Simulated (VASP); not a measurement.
# B14HN14 (a cell with a defect) in VASP: single point with PBE

Aim: the single point of B14HN14 (a cell with a defect) with PBE.

Everything below comes from runs of VASP 6.6.1. Logs are shortened: lines on timing, memory, paths and dates and some standing lists are left out, and cuts for length are marked.

**1. The cell of the first run**

The cell holds a defect, 29 atoms: a = 6.647 Å, b = 6.647 Å, c = 8.343 Å, α = 90.00°, β = 90.00°, γ = 120.00°.

**2. Single point, PBE**

File INCAR:

```
SYSTEM = B14HN14
PREC = Accurate ; ENCUT = 520
EDIFF = 1E-6 ; ISMEAR = 0
SIGMA = 0.02 ; LREAL = Auto
LASPH = .True. ; NELM = 100
ALGO = Normal ; ISIF = 2
LWAVE = .False. ; LCHARG = .False.
GGA = PE ; NELECT = 114.0
NBANDS = 76
```

File KPOINTS:

```
Automatic mesh
0
Gamma
  2 2 2
  0 0 0
```

File POSCAR:

```
B14HN14
1.0
    6.2804528854     -2.1756126984      0.0000000000
   -5.0243623083     -4.3512253968      0.0000000000
    0.0000000000      0.0000000000     -8.3431560662
B N H
14 14 1
Direct
    0.0994134523      0.6208910329      0.6949908349
    0.3862029204      0.4763566198      0.6908792014
    0.9593741586      0.1937894090      0.7547912265
    0.6766713296      0.3378363860      0.6906412818
    0.2464982916      0.0536320612      0.6951667875
    0.8151655062      0.7667979176      0.6906738834
    0.5322159128      0.9065357324      0.6953235627
    0.3313447867      0.6659154170      0.2505354069
    0.6170491603      0.5231048277      0.2505458346
    0.1879326516      0.2372709392      0.2522836662
    0.9029183999      0.3798160548      0.2523957341
    0.4742222592      0.0945758938      0.2505143118
    0.0455987819      0.8088373711      0.2504370029
    0.7603667930      0.9522304574      0.2524211441
    0.0932651187      0.6183451736      0.2500348769
    0.3789334480      0.4754487277      0.2500895325
    0.9503739928      0.1897620090      0.2555332758
    0.6647258349      0.3326414747      0.2499983200
    0.2360824257      0.0469079531      0.2500016760
    0.8075219148      0.7612274166      0.2500071895
    0.5218316315      0.9040842791      0.2501238121
    0.3391890823      0.6688269763      0.6940346020
    0.6260077496      0.5270006450      0.6809592143
    0.2004955877      0.2417262168      0.6996104296
    0.9113154843      0.3867987306      0.6993847357
    0.4842294927      0.0983504939      0.6940246537
    0.0546735848      0.8138692280      0.6937694745
    0.7663056719      0.9525313610      0.6997244153
   -0.0405981132      0.1941576668     -0.0936776196
```

Potentials or basis: VASP PAW PBE potentials, release 64 (B, N, H).

Command:

```console
$ cat potpaw_PBE.64/B/POTCAR potpaw_PBE.64/N/POTCAR potpaw_PBE.64/H/POTCAR > POTCAR
$ mpirun -np 1 vasp_std > vasp.out
```

OUTCAR:

```text
SYSTEM = B14HN14
   PREC = Accurate
   ENCUT = 520
   EDIFF = 1E-6
   ISMEAR = 0
   LREAL = Auto
   LASPH = .True.
   NELM = 100
   ISIF = 2
   GGA = PE
   NELECT = 114.0

 ion  position               nearest neighbor table
   1  0.099  0.621  0.695-  25 1.43  27 1.45  22 1.46
   2  0.386  0.476  0.691-  24 1.43  23 1.46  22 1.46
   3  0.959  0.194  0.755-  29 1.26  25 1.54  24 1.54  28 1.54
   4  0.677  0.338  0.691-  25 1.43  23 1.46  26 1.46
   5  0.246  0.054  0.695-  24 1.43  26 1.45  27 1.46
   6  0.815  0.767  0.691-  28 1.43  23 1.46  27 1.46
   7  0.532  0.907  0.695-  28 1.43  22 1.45  26 1.46
   8  0.331  0.666  0.251-  16 1.45  15 1.45  21 1.45
   9  0.617  0.523  0.251-  16 1.45  20 1.45  18 1.45
[... 17 lines left out ...]
  27  0.055  0.814  0.694-   1 1.45   5 1.46   6 1.46
  28  0.766  0.953  0.700-   6 1.43   7 1.43   3 1.54
  29  0.959  0.194  0.906-   3 1.26

  LATTYP: Found a hexagonal cell.
 ALAT       =     6.6466065822
 C/A-ratio  =     1.2552504745

  Lattice vectors:

 A1 = (   6.2804528854,  -2.1756126984,   0.0000000000)
 A2 = (  -5.0243623083,  -4.3512253968,   0.0000000000)
 A3 = (   0.0000000000,   0.0000000000,  -8.3431560662)

Analysis of symmetry for initial positions (statically):
=====================================================================
 Subroutine PRICEL returns:
 Original cell was already a primitive cell.

 Routine SETGRP: Setting up the symmetry group for a
 hexagonal supercell.

 Subroutine GETGRP returns: Found  1 space group operations
 (whereof  1 operations were pure point group operations)
 out of a pool of 24 trial point group operations.

The static configuration has the point symmetry C_1 .

Analysis of symmetry for dynamics (positions and initial velocities):
=====================================================================
 Subroutine PRICEL returns:
 Original cell was already a primitive cell.

 Routine SETGRP: Setting up the symmetry group for a
 hexagonal supercell.

 Subroutine GETGRP returns: Found  1 space group operations
 (whereof  1 operations were pure point group operations)
 out of a pool of 24 trial point group operations.

The dynamic configuration has the point symmetry C_1 .

 Subroutine INISYM returns: Found  1 space group operations
 (whereof  1 operations are pure point group operations),
 and found     1 'primitive' translations

----------------------------------------------------------------------------------------

                                     Primitive cell

  volume of cell :     319.1986

  direct lattice vectors                    reciprocal lattice vectors
     6.280452885 -2.175612698  0.000000000     0.113731562 -0.131325895  0.000000000
    -5.024362308 -4.351225397  0.000000000    -0.056865781 -0.164157369  0.000000000
     0.000000000  0.000000000 -8.343156066     0.000000000  0.000000000 -0.119858719

  length of vectors
     6.646606582  6.646606582  8.343156066     0.173727830  0.173727830  0.119858719

  position of ions in fractional coordinates (direct lattice)
     0.099413452  0.620891033  0.694990835
     0.386202920  0.476356620  0.690879201
     0.959374159  0.193789409  0.754791226
     0.676671330  0.337836386  0.690641282
     0.246498292  0.053632061  0.695166787
     0.815165506  0.766797918  0.690673883
[... 21 lines left out ...]
     0.766305672  0.952531361  0.699724415
     0.959401887  0.194157667  0.906322380

  ion indices of the primitive-cell ions
   primitive index   ion index
                 1           1
                 2           2
                 3           3
                 4           4
                 5           5
                 6           6
[... 21 lines left out ...]
                28          28
                29          29

----------------------------------------------------------------------------------------

 KPOINTS: Automatic mesh

Automatic generation of k-mesh.
 Grid dimensions read from file:
 generate k-points for:    2    2    2

 Generating k-lattice:

  Cartesian coordinates                     Fractional coordinates (reciprocal lattice)
     0.056865781 -0.065662948  0.000000000     0.500000000  0.000000000  0.000000000
    -0.028432890 -0.082078685  0.000000000     0.000000000  0.500000000  0.000000000
     0.000000000  0.000000000 -0.059929360     0.000000000  0.000000000  0.500000000

  Length of vectors
     0.086863915  0.086863915  0.059929360

  Shift w.r.t. Gamma in fractional coordinates (k-lattice)
     0.000000000  0.000000000  0.000000000

 Subroutine IBZKPT returns following result:
 ===========================================

 Found      8 irreducible k-points:

 Following reciprocal coordinates:
            Coordinates               Weight
  0.000000  0.000000  0.000000      1.000000
  0.500000 -0.000000  0.000000      1.000000
 -0.000000  0.500000  0.000000      1.000000
  0.500000  0.500000  0.000000      1.000000
  0.000000  0.000000  0.500000      1.000000
  0.500000 -0.000000  0.500000      1.000000
 -0.000000  0.500000  0.500000      1.000000
  0.500000  0.500000  0.500000      1.000000
   k-points           NKPTS =      8   k-points in BZ     NKDIM =      8   number of bands    NBANDS=     76
   number of dos      NEDOS =    301   number of ions     NIONS =     29
   total plane-waves  NPLWV = 160000
   dimension x,y,z NGX =    50 NGY =   50 NGZ =   64
   dimension x,y,z NGXF=   100 NGYF=  100 NGZF=  128
   ions per type =              14  14   1
   NGX,Y,Z   is equivalent  to a cutoff of  12.51, 12.51, 12.75 a.u.
   NGXF,Y,Z  is equivalent  to a cutoff of  25.01, 25.01, 25.51 a.u.
 SYSTEM =  B14HN14
   PREC   = accura    normal or accurate (medium, high low for compatibility)
   ISTART =      0    job   : 0-new  1-cont  2-samecut
   ICHARG =      2    charge: 1-file 2-atom 10-const
   ISPIN  =      1    spin polarized calculation?
   LNONCOLLINEAR =      F non collinear calculations
   LSORBIT =      F    spin-orbit coupling
   LASPH  =      T    aspherical Exc in radial PAW
   ENCUT  =  520.0 eV  38.22 Ry    6.18 a.u.  12.36 12.36 15.51*2*pi/ulx,y,z
   NELM   =    100;   NELMIN=  2; NELMDL= -5     # of ELM steps
   EDIFF  = 0.1E-05   stopping-criterion for ELM
   LREAL  =      T    real-space projection
   EDIFFG = 0.1E-04   stopping-criterion for IOM
   NSW    =      0    number of steps for IOM
   IBRION =     -1    ionic relax: 0-MD 1-quasi-New 2-CG
   NFREE  =      0    steps in history (QN), initial steepest desc. (CG)
   ISIF   =      2    stress and relaxation
   ISYM   =      2    0-nonsym 1-usesym 2-fastsym
   POTIM  = 0.5000    time-step for ionic-motion
   TEBEG  =    0.0;   TEEND  =   0.0 temperature during run
   PSTRESS=    0.0 pullay stress
   NELECT =     114.0000    total number of electrons
   NUPDOWN=      -1.0000    fix difference up-down
   EMIN   =  10.00;   EMAX   =-10.00  energy-range for DOS
   EFERMI =   0.00;   METHOD = LEGACY
   ISMEAR =     0;   SIGMA  =   0.02  broadening in eV -4-tet -1-fermi 0-gaus
   EFERMI_NEDOS =   21; number of points for ismear=-14 and -15
   IALGO  =     38    algorithm
   IMIX   =      4    mixing-type and parameters
     AMIX     =   0.40;   BMIX     =  1.00
     AMIX_MAG =   1.60;   BMIX_MAG =  1.00
  volume/ion in A,a.u.               =      11.01        74.28
  Fermi-wavevector in a.u.,A,eV,Ry     =   1.161510  2.194935 18.355681  1.349105
  Thomas-Fermi vector in A             =   2.298081
   LORBIT       =      0    0 simple, 1 ext, 2 COOP (PROOUT), +10 PAW based schemes
   GGA     = PE    functional components
   LHFCALC =     F    Hartree Fock is set to
   AEXX    =    0.0000 exact exchange contribution
   IVDW    =     0    specifies the selected vdW correction
   LEPSILON=     F    determine dielectric tensor
   LRPA    =     F    only Hartree local field effects (RPA)
 non-spin polarized calculation
 Gauss-broadening in eV      SIGMA  =   0.02
  energy-cutoff  :      520.00
  volume of cell :      319.20
 maximum number of plane-waves:      8635
 NGX is ok and might be reduce to    50
   NGX = 25   NGY = 25   NGZ = 31

 number of electron     113.9999996 magnetization

 Free energy of the ion-electron system (eV)
  ---------------------------------------------------
  ext. energy  EPLUGINS =         0.00000000
  ---------------------------------------------------
  free energy    TOTEN  =      -245.63259145 eV

  energy without entropy =     -245.63259145  energy(sigma->0) =     -245.63259145

 E-fermi :   2.4452     XC(G=0):  -8.7371

 val. band max:        2.2754450611   @ k =   0.0000   0.0000   0.5000
 cond. band min:       4.6511017874   @ k =   0.5000   0.5000   0.0000
 fundamental gap:      2.3756567264
 Fermi energy:         2.4452344509

 k-point     1 :       0.0000    0.0000    0.0000
  band No.  band energies     occupation
      1     -17.7794      2.00000
      2     -16.0795      2.00000
      3     -15.4021      2.00000
      4     -15.3974      2.00000
      5     -15.3973      2.00000
      6     -15.3924      2.00000
[... 61 lines left out ...]
     68       7.8445      0.00000
     69       7.8488      0.00000

 k-point     2 :       0.5000   -0.0000    0.0000
  band No.  band energies     occupation
      1     -17.1213      2.00000
      2     -17.0991      2.00000
      3     -15.9126      2.00000
      4     -15.8991      2.00000
      5     -15.5045      2.00000
      6     -15.3087      2.00000
[... 61 lines left out ...]
     68       7.9013      0.00000
     69       8.4618      0.00000

 k-point     3 :      -0.0000    0.5000    0.0000
  band No.  band energies     occupation
      1     -17.1213      2.00000
      2     -17.0990      2.00000
      3     -15.9125      2.00000
      4     -15.8991      2.00000
      5     -15.5047      2.00000
      6     -15.3084      2.00000
[... 349 lines left out ...]
     68       7.5431      0.00000
     69       7.9229      0.00000

 k-point     8 :       0.5000    0.5000    0.5000
  band No.  band energies     occupation
      1     -17.1212      2.00000
      2     -17.0988      2.00000
      3     -15.9124      2.00000
      4     -15.8991      2.00000
      5     -15.5048      2.00000
      6     -15.3090      2.00000
[... 61 lines left out ...]
     68       7.5425      0.00000
     69       7.9253      0.00000
 [bands above 69 left out]

------------------------ aborting loop because EDIFF is reached ----------------------------------------

  FORCE on cell =-STRESS in cart. coord.  units (eV):
  Direction    XX          YY          ZZ          XY          YZ          ZX
  --------------------------------------------------------------------------------------
  -------------------------------------------------------------------------------------
  Total        7.0881515      7.1047259      6.2216734      0.0096512     -0.0297574      0.0157554
  in kB       35.5780897     35.6612828     31.2289112      0.0484430     -0.1493636      0.0790822
  external PRESSURE =      34.1560946 kB  Pullay stress =       0.0000000 kB

 VOLUME and BASIS-vectors are now :
 -----------------------------------------------------------------------------
  energy-cutoff  :      520.00
  volume of cell :      319.20
      direct lattice vectors                 reciprocal lattice vectors
     6.280452885 -2.175612698  0.000000000     0.113731562 -0.131325895  0.000000000
    -5.024362308 -4.351225397  0.000000000    -0.056865781 -0.164157369  0.000000000
     0.000000000  0.000000000 -8.343156066     0.000000000  0.000000000 -0.119858719

 POSITION                                       TOTAL-FORCE (eV/Angst)
 -----------------------------------------------------------------------------------
     -2.49522     -2.91792     -5.79842         0.009369      0.001005     -0.004442
      0.03214     -2.91296     -5.76411         0.002488     -0.006436      0.014581
      5.05164     -2.93045     -6.29734         0.004397      0.001809      0.007374
      2.55239     -2.94218     -5.76213        -0.006507     -0.000208     -0.002388
      1.27865     -0.76965     -5.79989        -0.004576      0.006087      0.005897
      1.26694     -5.10999     -5.76240         0.005099     -0.003133     -0.002065
[... 21 lines left out ...]
      0.02688     -5.81186     -5.83791        -0.000719      0.006641     -0.005906
      5.04996     -2.93211     -7.56159         0.003407      0.000481     -0.003717
 -----------------------------------------------------------------------------------
    total drift:                                0.001366     -0.000346      0.005516

  FREE ENERGIE OF THE ION-ELECTRON SYSTEM (eV)
  ---------------------------------------------------
  free  energy   TOTEN  =      -245.6325914462 eV

  energy  without entropy=     -245.6325914462  energy(sigma->0) =     -245.63259145
```

It took 7.9 min on 1 thread of AMD EPYC 7R13, shared host; peak memory 0.42 GiB.

Results:

```
Free energy   : -245.6326 eV
Largest force : 0.016 eV/Å
```

Forces in eV/Å, atoms in the order of the input:
```
B    0.009  0.001 -0.004
B    0.002 -0.006  0.015
B    0.004  0.002  0.007
B   -0.007  0.000 -0.002
B   -0.005  0.006  0.006
B    0.005 -0.003 -0.002
B   -0.010 -0.005  0.009
B   -0.001 -0.001  0.002
B    0.002  0.000 -0.001
B    0.000 -0.001 -0.004
B   -0.008  0.000  0.003
B    0.002 -0.002  0.003
B    0.003  0.004 -0.002
B   -0.003  0.003  0.000
N    0.002  0.001 -0.002
N   -0.001  0.001  0.000
N    0.002 -0.001  0.009
N    0.002  0.001 -0.004
N   -0.001 -0.001  0.000
N    0.001 -0.004 -0.001
N    0.003 -0.001  0.000
N   -0.001  0.005 -0.006
N   -0.002  0.002  0.003
N    0.000 -0.009 -0.010
N   -0.006  0.006 -0.003
N    0.004 -0.001 -0.004
N   -0.002 -0.001 -0.005
N   -0.001  0.007 -0.006
H    0.003  0.000 -0.004
```

Levels at points of the mesh, in eV from the Fermi level:
| k point | band 55 | band 56 | band 57 | band 58 | band 59 | band 60 |
| --- | --- | --- | --- | --- | --- | --- |
| (0.00, 0.00, 0.00) | -1.88 | -1.88 | -0.29 | 2.82 | 3.89 | 3.89 |
| (0.50, 0.00, 0.00) | -1.46 | -1.37 | -0.62 | 2.22 | 2.34 | 2.38 |
| (0.00, 0.50, 0.00) | -1.46 | -1.38 | -0.62 | 2.22 | 2.35 | 2.39 |
| (0.50, 0.50, 0.00) | -1.46 | -1.37 | -0.62 | 2.21 | 2.35 | 2.38 |
| (0.00, 0.00, 0.50) | -1.89 | -1.89 | -0.17 | 3.54 | 3.85 | 3.85 |
| (0.50, 0.00, 0.50) | -1.46 | -1.37 | -0.53 | 2.22 | 2.33 | 2.37 |
| (0.00, 0.50, 0.50) | -1.46 | -1.37 | -0.54 | 2.22 | 2.33 | 2.37 |
| (0.50, 0.50, 0.50) | -1.46 | -1.37 | -0.54 | 2.21 | 2.33 | 2.37 |

Caveat: the k points lie up to 0.55 Å⁻¹ apart; the cell carries a net charge on a neutralising background, which shifts energy and pressure; the cell is charged against a uniform background, so pressure and absolute levels hang on convention.
